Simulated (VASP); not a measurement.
# MnHg (Pm-3m) in VASP: a series of runs

Aim: see how the results for MnHg move with the level of theory and the settings. Levels: PBEsol, PBE. Tasks: single point.

Everything below comes from runs of VASP 6.6.1. Logs are shortened: lines on timing, memory, paths and dates and some standing lists are left out, and cuts for length are marked.

## (1) The cell of the first run

Symmetry: Pm-3m, No. 221, cubic system. Conventional cell: a = 3.315 Å, b = 3.315 Å, c = 3.315 Å, α = 90.00°, β = 90.00°, γ = 90.00°. Mn (site symmetry m-3m) has 8 Hg at 2.87 Å and 6 Mn at 3.31 to 3.32 Å within 3.8 Å. Hg (site symmetry m-3m) has 8 Mn at 2.87 Å and 6 Hg at 3.31 Å within 3.8 Å.

## (2) Single point, PBEsol, collinear spin, ferromagnetic start

The input, INCAR:

```
PREC = Accurate
ENCUT = 520
EDIFF = 1E-6
ISMEAR = -1
SIGMA = 0.08
LREAL = F
LASPH = T
NELM = 150
ALGO = Normal
ISIF = 2
LWAVE = F
LCHARG = F
ISPIN = 2
MAGMOM = 4 0
LORBIT = 11
LMAXMIX = 4
GGA = PS
NBANDS = 24
```

The input, KPOINTS:

```
Automatic mesh
0
Gamma
  11 11 11
```

The input, POSCAR:

```
MnHg
1.0
    3.3150000000      0.0000000000      0.0000000000
    0.0000000000      3.3150000000      0.0000000000
    0.0000000000      0.0000000000      3.3150000000
Mn Hg
1 1
Direct
    0.5000000000      0.5000000000      0.5000000000
    0.0000000000      0.0000000000      0.0000000000
```

Potentials or basis: VASP PAW PBE potentials, release 64 (Mn_pv, Hg).

The run is started by

```
$ cat potpaw_PBE.64/Mn_pv/POTCAR potpaw_PBE.64/Hg/POTCAR > POTCAR
$ mpirun -np 1 vasp_std > vasp.out
```

OUTCAR:

```text
PREC = Accurate
   ENCUT = 520
   EDIFF = 1E-6
   ISMEAR = -1
   LREAL = F
   LASPH = T
   NELM = 150
   ISIF = 2
   ISPIN = 2
   LORBIT = 11
   GGA = PS

 ion  position               nearest neighbor table
   1  0.500  0.500  0.500-   2 2.87   2 2.87   2 2.87   2 2.87   2 2.87   2 2.87   2 2.87   2 2.87

   2  0.000  0.000  0.000-   1 2.87   1 2.87   1 2.87   1 2.87   1 2.87   1 2.87   1 2.87   1 2.87

  LATTYP: Found a simple cubic cell.
 ALAT       =     3.3150000000

  Lattice vectors:

 A1 = (   3.3150000000,   0.0000000000,   0.0000000000)
 A2 = (   0.0000000000,   3.3150000000,   0.0000000000)
 A3 = (   0.0000000000,   0.0000000000,   3.3150000000)

Analysis of symmetry for initial positions (statically):
=====================================================================
 Subroutine PRICEL returns:
 Original cell was already a primitive cell.

 Routine SETGRP: Setting up the symmetry group for a
 simple cubic supercell.

 Subroutine GETGRP returns: Found 48 space group operations
 (whereof 48 operations were pure point group operations)
 out of a pool of 48 trial point group operations.

The static configuration has the point symmetry O_h .

Analysis of symmetry for dynamics (positions and initial velocities):
=====================================================================
 Subroutine PRICEL returns:
 Original cell was already a primitive cell.

 Routine SETGRP: Setting up the symmetry group for a
 simple cubic supercell.

 Subroutine GETGRP returns: Found 48 space group operations
 (whereof 48 operations were pure point group operations)
 out of a pool of 48 trial point group operations.

The dynamic configuration has the point symmetry O_h .

Analysis of structural, dynamic, and magnetic symmetry:
=====================================================================
 Subroutine PRICEL returns:
 Original cell was already a primitive cell.

 Routine SETGRP: Setting up the symmetry group for a
 simple cubic supercell.

 Subroutine GETGRP returns: Found 48 space group operations
 (whereof 48 operations were pure point group operations)
 out of a pool of 48 trial point group operations.

The overall configuration has the point symmetry O_h .

 Subroutine INISYM returns: Found 48 space group operations
 (whereof 48 operations are pure point group operations),
 and found     1 'primitive' translations

----------------------------------------------------------------------------------------

                                     Primitive cell

  volume of cell :      36.4293

  direct lattice vectors                    reciprocal lattice vectors
     3.315000000  0.000000000  0.000000000     0.301659125  0.000000000  0.000000000
     0.000000000  3.315000000  0.000000000     0.000000000  0.301659125  0.000000000
     0.000000000  0.000000000  3.315000000     0.000000000  0.000000000  0.301659125

  length of vectors
     3.315000000  3.315000000  3.315000000     0.301659125  0.301659125  0.301659125

  position of ions in fractional coordinates (direct lattice)
     0.500000000  0.500000000  0.500000000
     0.000000000  0.000000000  0.000000000

  ion indices of the primitive-cell ions
   primitive index   ion index
                 1           1
                 2           2

----------------------------------------------------------------------------------------

 KPOINTS: Automatic mesh

Automatic generation of k-mesh.
 Grid dimensions read from file:
 generate k-points for:   11   11   11

 Generating k-lattice:

  Cartesian coordinates                     Fractional coordinates (reciprocal lattice)
     0.027423557  0.000000000  0.000000000     0.090909091  0.000000000  0.000000000
     0.000000000  0.027423557  0.000000000     0.000000000  0.090909091  0.000000000
     0.000000000  0.000000000  0.027423557     0.000000000  0.000000000  0.090909091

  Length of vectors
     0.027423557  0.027423557  0.027423557

  Shift w.r.t. Gamma in fractional coordinates (k-lattice)
     0.000000000  0.000000000  0.000000000

 Subroutine IBZKPT returns following result:
 ===========================================

 Found     56 irreducible k-points:

 Following reciprocal coordinates:
            Coordinates               Weight
  0.000000  0.000000  0.000000      1.000000
  0.090909  0.000000  0.000000      6.000000
  0.181818  0.000000  0.000000      6.000000
  0.272727  0.000000  0.000000      6.000000
  0.363636  0.000000  0.000000      6.000000
  0.454545  0.000000  0.000000      6.000000
[... 16 lines left out ...]
  0.181818  0.090909  0.090909     24.000000
  0.272727  0.090909  0.090909     24.000000
 [... further k-points ...]
   k-points           NKPTS =     56   k-points in BZ     NKDIM =     56   number of bands    NBANDS=     24
   number of dos      NEDOS =    301   number of ions     NIONS =      2
   total plane-waves  NPLWV =  21952
   dimension x,y,z NGX =    28 NGY =   28 NGZ =   28
   dimension x,y,z NGXF=    56 NGYF=   56 NGZF=   56
   ions per type =               1   1
   NGX,Y,Z   is equivalent  to a cutoff of  14.04, 14.04, 14.04 a.u.
   NGXF,Y,Z  is equivalent  to a cutoff of  28.08, 28.08, 28.08 a.u.
 SYSTEM =  unknown system
   PREC   = accura    normal or accurate (medium, high low for compatibility)
   ISTART =      0    job   : 0-new  1-cont  2-samecut
   ICHARG =      2    charge: 1-file 2-atom 10-const
   ISPIN  =      2    spin polarized calculation?
   LNONCOLLINEAR =      F non collinear calculations
   LSORBIT =      F    spin-orbit coupling
   LASPH  =      T    aspherical Exc in radial PAW
   ENCUT  =  520.0 eV  38.22 Ry    6.18 a.u.   6.16  6.16  6.16*2*pi/ulx,y,z
   NELM   =    150;   NELMIN=  2; NELMDL= -5     # of ELM steps
   EDIFF  = 0.1E-05   stopping-criterion for ELM
   LREAL  =      F    real-space projection
[... 7 lines left out ...]
   TEBEG  =    0.0;   TEEND  =   0.0 temperature during run
   PSTRESS=    0.0 pullay stress
   NELECT =      25.0000    total number of electrons
   NUPDOWN=      -1.0000    fix difference up-down
   EMIN   =  10.00;   EMAX   =-10.00  energy-range for DOS
   EFERMI =   0.00;   METHOD = LEGACY
   ISMEAR =    -1;   SIGMA  =   0.08  broadening in eV -4-tet -1-fermi 0-gaus
   EFERMI_NEDOS =   21; number of points for ismear=-14 and -15
   IALGO  =     38    algorithm
   IMIX   =      4    mixing-type and parameters
     AMIX     =   0.40;   BMIX     =  1.00
     AMIX_MAG =   1.60;   BMIX_MAG =  1.00
  volume/ion in A,a.u.               =      18.21       122.92
  Fermi-wavevector in a.u.,A,eV,Ry     =   1.444014  2.728790 28.370534  2.085175
  Thomas-Fermi vector in A             =   2.562356
   LORBIT       =     11    0 simple, 1 ext, 2 COOP (PROOUT), +10 PAW based schemes
   GGA     = PS    functional components
   LHFCALC =     F    Hartree Fock is set to
   AEXX    =    0.0000 exact exchange contribution
   IVDW    =     0    specifies the selected vdW correction
   LEPSILON=     F    determine dielectric tensor
   LRPA    =     F    only Hartree local field effects (RPA)
 spin polarized calculation
  energy-cutoff  :      520.00
  volume of cell :       36.43
 maximum number of plane-waves:       992
 NGX is ok and might be reduce to    28
   NGX = 13   NGY = 13   NGZ = 13

 number of electron      25.0000011 magnetization       3.9238895

 Free energy of the ion-electron system (eV)
  ---------------------------------------------------
  ext. energy  EPLUGINS =         0.00000000
  ---------------------------------------------------
  free energy    TOTEN  =        -9.55708473 eV

  energy without entropy =       -9.52116889  energy(sigma->0) =       -9.53912681

 E-fermi :   5.3366     XC(G=0): -11.8382

 val. band max:        5.3091580823   @ k =   0.3636   0.2727   0.0909
 cond. band min:       5.3444390468   @ k =   0.4545   0.2727   0.0000
 fundamental gap:      0.0352809645
 Fermi energy:         5.3366128858

 spin component 1

 k-point     1 :       0.0000    0.0000    0.0000
  band No.  band energies     occupation
      1     -44.6413      1.00000
      2     -44.6413      1.00000
      3     -44.6413      1.00000
      4      -4.3567      1.00000
      5      -2.8857      1.00000
      6      -2.8857      1.00000
[... 16 lines left out ...]
     23      22.3380      0.00000
     24      26.0993      0.00000

 k-point     2 :       0.0909    0.0000    0.0000
  band No.  band energies     occupation
      1     -44.6426      1.00000
      2     -44.6412      1.00000
      3     -44.6412      1.00000
      4      -4.2277      1.00000
      5      -2.8635      1.00000
      6      -2.8247      1.00000
[... 586 lines left out ...]
 k-point    24 :       0.2727    0.0909    0.0909
  band No.  band energies     occupation
      1     -44.6506      1.00000
      2     -44.6419      1.00000
      3     -44.6419      1.00000
      4      -3.1743      1.00000
      5      -2.6335      1.00000
      6      -2.2694      1.00000
[... 16 lines left out ...]
     23      21.9821      0.00000
     24      22.0545      0.00000

 [... further k-points ...]

 spin component 2

 k-point     1 :       0.0000    0.0000    0.0000
  band No.  band energies     occupation
      1     -40.6408      1.00000
      2     -40.6408      1.00000
      3     -40.6408      1.00000
      4      -4.0860      1.00000
      5      -2.8489      1.00000
      6      -2.8489      1.00000
[... 16 lines left out ...]
     23      22.4639      0.00000
     24      27.0284      0.00000

 k-point     2 :       0.0909    0.0000    0.0000
  band No.  band energies     occupation
      1     -40.6425      1.00000
      2     -40.6407      1.00000
      3     -40.6407      1.00000
      4      -3.9588      1.00000
      5      -2.8319      1.00000
      6      -2.7877      1.00000
[... 586 lines left out ...]
 k-point    24 :       0.2727    0.0909    0.0909
  band No.  band energies     occupation
      1     -40.6524      1.00000
      2     -40.6416      1.00000
      3     -40.6415      1.00000
      4      -2.9906      1.00000
      5      -2.6353      1.00000
      6      -2.1746      1.00000
[... 16 lines left out ...]
     23      22.4733      0.00000
     24      22.6558      0.00000

 [... further k-points ...]

------------------------ aborting loop because EDIFF is reached ----------------------------------------

  FORCE on cell =-STRESS in cart. coord.  units (eV):
  Direction    XX          YY          ZZ          XY          YZ          ZX
  --------------------------------------------------------------------------------------
  -------------------------------------------------------------------------------------
  Total       -1.0180793     -1.0180793     -1.0180793      0.0000000     -0.0000000      0.0000000
  in kB      -44.7756167    -44.7756167    -44.7756167      0.0000000     -0.0000000      0.0000000
  external PRESSURE =     -44.7756167 kB  Pullay stress =       0.0000000 kB

 VOLUME and BASIS-vectors are now :
 -----------------------------------------------------------------------------
  energy-cutoff  :      520.00
  volume of cell :       36.43
      direct lattice vectors                 reciprocal lattice vectors
     3.315000000  0.000000000  0.000000000     0.301659125  0.000000000  0.000000000
     0.000000000  3.315000000  0.000000000     0.000000000  0.301659125  0.000000000
     0.000000000  0.000000000  3.315000000     0.000000000  0.000000000  0.301659125

 POSITION                                       TOTAL-FORCE (eV/Angst)
 -----------------------------------------------------------------------------------
      1.65750      1.65750      1.65750         0.000000      0.000000      0.000000
      0.00000      0.00000      0.00000         0.000000      0.000000      0.000000
 -----------------------------------------------------------------------------------
    total drift:                                0.000000      0.000000      0.000000

  FREE ENERGIE OF THE ION-ELECTRON SYSTEM (eV)
  ---------------------------------------------------
  free  energy   TOTEN  =        -9.5570847283 eV

  energy  without entropy=       -9.5211688882  energy(sigma->0) =       -9.53912681

 total charge

# of ion       s       p       d       tot
------------------------------------------
    1        0.252   6.175   4.972  11.399
    2        0.814   0.517   9.248  10.579
--------------------------------------------------
tot          1.066   6.693  14.219  21.978

 magnetization (x)

# of ion       s       p       d       tot
------------------------------------------
    1        0.026   0.017   3.773   3.816
    2       -0.042  -0.053   0.047  -0.049
--------------------------------------------------
tot         -0.016  -0.037   3.820   3.767
```

It took 46 s on 1 thread of AMD EPYC 9R45 (Zen 5), shared host; peak memory 0.19 GiB.

Results:

```yaml
Free_energy: -9.5571 eV
Pressure: -4.5 GPa
Net_moment: 3.92 μB per cell
Site_moments: Mn +3.82; Hg -0.05 μB
Valence_electrons_inside_the_program's_atomic_spheres: Mn 11.40; Hg 10.58
```

Caveat: the cell stands under tension; the PAW data sets were made with another functional, which shifts forces and pressure a little; spin-orbit coupling is left out, which moves the levels of the heavy elements.

[end of part 1 of 2]
